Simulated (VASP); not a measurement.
SiO2, 6 atoms in the cell. It takes space group P4_2/mnm (No. 136, tetragonal). The conventional cell has a = 4.167 Å, b = 4.167 Å, c = 2.585 Å, α = 90.00°, β = 90.00°, γ = 90.00°. Si (site symmetry mmm) has 6 O at 1.73 to 1.80 Å within 2.3 Å. Within 2.3 Å of O (site symmetry m2m) lie 3 Si at 1.73 to 1.80 Å and 1 O at 2.30 Å.  This cell differs from its parent crystal: z stretched by -3 %.

| Quantity | Value |
| --- | --- |
| Program | VASP 6.6.1 |
| Task | relaxation of the atoms |
| Functional | PBE |
| Potentials or basis | VASP PAW PBE potentials, release 64 (Si, O) |
| Cutoff | 520 eV |
| k mesh | 7 × 7 × 11 |
| Occupations | fermi-dirac, width 0.02 eV |
| Spin | no spin polarisation |
| Dipole correction | no |
| Further INCAR settings | ALGO = Normal; EDIFF = 1e-07; IBRION = 2; EDIFFG = -0.02; NSW = 80 |

Potentials or basis: VASP PAW PBE potentials, release 64 (Si, O).

Launch:

```sh
$ cat potpaw_PBE.64/Si/POTCAR potpaw_PBE.64/O/POTCAR > POTCAR
$ mpirun -np 1 vasp_std > vasp.out
```

Hardware: 1 thread of Intel Xeon 8259CL, on a shared host.

Task: Estimate the wall time of this run.

Result: It took 120 s on 1 thread of Intel Xeon 8259CL, on a shared host, peak memory 0.18 GiB. Counts: scf iterations 27, k points 60, ion steps 3.
